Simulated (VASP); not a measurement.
A run of VASP 6.6.1:

Contents of INCAR:

```
SYSTEM = MoS2
ALGO = Normal
EDIFF = 1E-7
ENCUT = 520
GGA = PS
ISIF = 2
ISMEAR = -1
IVDW = 12
LASPH = .True.
LCHARG = .True.
LELF = .True.
LREAL = .False.
LVHAR = .True.
LWAVE = .False.
NBANDS = 64
NELM = 80
PREC = Accurate
SIGMA = 0.05
```

KPOINTS

```
k-points
0
Gamma
  10 10 1
  0 0 0
```

The input POSCAR:

```
MoS2
1.0
    3.1154178643      0.0000000000      0.0000000000
   -1.5577089321      2.6980310139      0.0000000000
    0.0000000000      0.0000000000     32.4756455325
Mo S
4 8
Direct
    0.3333333333      0.6666666667      0.0907324319
    0.3333333333      0.6666666667      0.7275578381
    0.6666666667      0.3333333333      0.2724421619
    0.6666666667      0.3333333333      0.9092675681
    0.6666666667      0.3333333333      0.0426230471
    0.6666666667      0.3333333333      0.6794147941
    0.3333333333      0.6666666667      0.2243031774
    0.3333333333      0.6666666667      0.8611578245
    0.6666666667      0.3333333333      0.1388421755
    0.6666666667      0.3333333333      0.7756968226
    0.3333333333      0.6666666667      0.3205852059
    0.3333333333      0.6666666667      0.9573769529
```

Potentials or basis: VASP PAW PBE potentials, release 64 (Mo_sv, S).

Run with:

```sh
$ cat potpaw_PBE.64/Mo_sv/POTCAR potpaw_PBE.64/S/POTCAR > POTCAR
$ mpirun -np 1 vasp_std > vasp.out
```

Hardware: 1 thread of AMD EPYC 9R45 96-Core Processor (Zen 5), on a shared host.

**Question.** Estimate the wall time of this run.

**Answer.** It took 5.8 min on 1 thread of AMD EPYC 9R45 96-Core Processor (Zen 5), on a shared host, peak memory 0.44 GiB. Counts: scf iterations 26, k points 14.
